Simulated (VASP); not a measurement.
Write the native input for VASP 6.6.1 that does the following.

| Property | Result |
| --- | --- |
| Task | single point |
| Functional | PBE |
| Dispersion | D3(BJ) |
| Potentials or basis | VASP PAW PBE potentials, release 64 (Ti_sv, Te) |
| Cutoff | 520 eV |
| k mesh | 12 × 12 × 8 |
| Occupations | gaussian, width 0.1 eV |
| Spin | no spin polarisation |
| Dipole correction | no |
| Further INCAR settings | ALGO = Normal; EDIFF = 1e-06; NBANDS = 19 |

The structure of TiTe2 lies in POSCAR:

```
TiTe2
1.0
    3.7244404086      0.0000000000      0.0000000000
   -1.8622202043      3.2254600087      0.0000000000
    0.0000000000      0.0000000000      6.4754053033
Ti Te
1 2
Direct
    0.0000000000      0.0000000000      0.0000000000
    0.6666666667      0.3333333333      0.2671000235
    0.3333333333      0.6666666667      0.7328999765
```

These files were run (other wordings do the same):

INCAR

```
PREC = Accurate ; ENCUT = 520
EDIFF = 1E-6 ; ISMEAR = 0
SIGMA = 0.1 ; LREAL = F
LASPH = T ; NELM = 80
ALGO = Normal ; ISIF = 2
LWAVE = F ; LCHARG = F
GGA = PE ; IVDW = 12
NBANDS = 19
```

KPOINTS

```
Automatic mesh
0
Gamma
  12 12 8
```

Potentials or basis: VASP PAW PBE potentials, release 64 (Ti_sv, Te).

The run is started by

```sh
$ cat potpaw_PBE.64/Ti_sv/POTCAR potpaw_PBE.64/Te/POTCAR > POTCAR
$ mpirun -np 1 vasp_std > vasp.out
```

Results of the run:

```json
{
 "Pressure": "-1.1 GPa",
 "Largest force": "0.004 eV/Å",
 "Band gap on the k mesh": "zero (bands 12 and 13 overlap by 0.78 eV)",
 "Dispersion energy per atom": "-0.507 eV"
}
```

Caveat: spin-orbit coupling is left out, which moves the levels of the heavy elements.

Wall time 76 s on 1 thread of AMD EPYC 9R45 96-Core Processor (Zen 5), on a shared host, peak memory 0.3 GiB.
